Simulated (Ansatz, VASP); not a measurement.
**RbGe2Sb3: VASP beside Ansatz**

```
CELL_PARAMETERS angstrom
3.98106 0.00000 0.00000
-1.99053 3.44770 0.00000
0.00000 0.00000 22.95268
ATOMIC_POSITIONS crystal
Rb 0.00000 0.00000 0.25000
Rb 0.00000 0.00000 0.75000
Ge 0.33333 0.66667 0.92800
Ge 0.66667 0.33333 0.42800
Ge 0.66667 0.33333 0.07200
Ge 0.33333 0.66667 0.57200
Sb 0.00000 0.00000 0.50000
Sb 0.00000 0.00000 0.00000
Sb 0.33333 0.66667 0.36500
Sb 0.66667 0.33333 0.86500
Sb 0.66667 0.33333 0.63500
Sb 0.33333 0.66667 0.13500
```

Alike in both runs: task relaxation of cell and atoms; functional PBE; k mesh 6 × 6 × 1; occupations gaussian, width 0.1 eV; no spin polarisation.

|  | VASP | Ansatz |
| --- | --- | --- |
| version | VASP 6.6.1 | Ansatz 0.2.0 |
| potentials or method | VASP PAW PBE potentials, release 64 (Rb_sv, Ge_d, Sb), cutoff 600 eV | scalar-relativistic, plane waves, PAW |
| valence electrons in the cell | 104 | 164 |

VASP gave:

| Property | Result |
| --- | --- |
| gap on the k mesh at the Fermi level, each at its own relaxed structure (eV) | none |
| relaxed volume (Å³/atom) | 29.91 |
| relaxed length of the cell vector where the two differ most in proportion (Å) | 4.048 |

Q: Estimate Ansatz's values.

A: gap on the k mesh at the Fermi level, each at its own relaxed structure (eV): none; relaxed volume (Å³/atom): 30.07; relaxed length of the cell vector where the two differ most in proportion (Å): 4.059.

A gap of «none» marks a metal or a gap that the smearing closes. VASP's potentials hold 104 valence electrons a cell and Ansatz's 164, so a difference there can come from the potentials and not from the codes.

Neither program's run includes spin-orbit coupling.
